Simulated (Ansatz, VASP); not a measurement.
# AgCl in VASP and in Ansatz

```xyz
4
Lattice="4.5197 0.0000 0.0000 -2.2599 3.9142 0.0000 0.0000 0.0000 5.7225" Properties=species:S:1:pos:R:3 pbc="T T T"
Ag    0.0000    2.6095   -0.3561
Ag    2.2599    1.3047    2.5052
Cl    0.0000    2.6095    2.5020
Cl    2.2599    1.3047    5.3632
```

Alike in both runs: task single point; functional r2SCAN; k mesh 6 × 6 × 4; no spin polarisation.

|  | VASP | Ansatz |
| --- | --- | --- |
| version | VASP 6.6.1 | Ansatz 0.2.0 |
| potentials or method | VASP PAW PBE potentials, release 64 (Ag, Cl) | plane waves, PAW |
| plane-wave cutoff (eV) | 520 | 500 |
| occupations | gaussian, width 0.01 eV | fixed |
| valence electrons in the cell | 36 | 52 |

Ansatz gave:

| Item | Value |
| --- | --- |
| gap on the k mesh at the Fermi level (eV) | 1.81 |

**Question.** Estimate VASP's values.

**Answer.** gap on the k mesh at the Fermi level (eV): 1.77.

VASP's potentials were made for PBE, not for r2SCAN. VASP's potentials hold 36 valence electrons a cell and Ansatz's 52, so a difference there can come from the potentials and not from the codes.
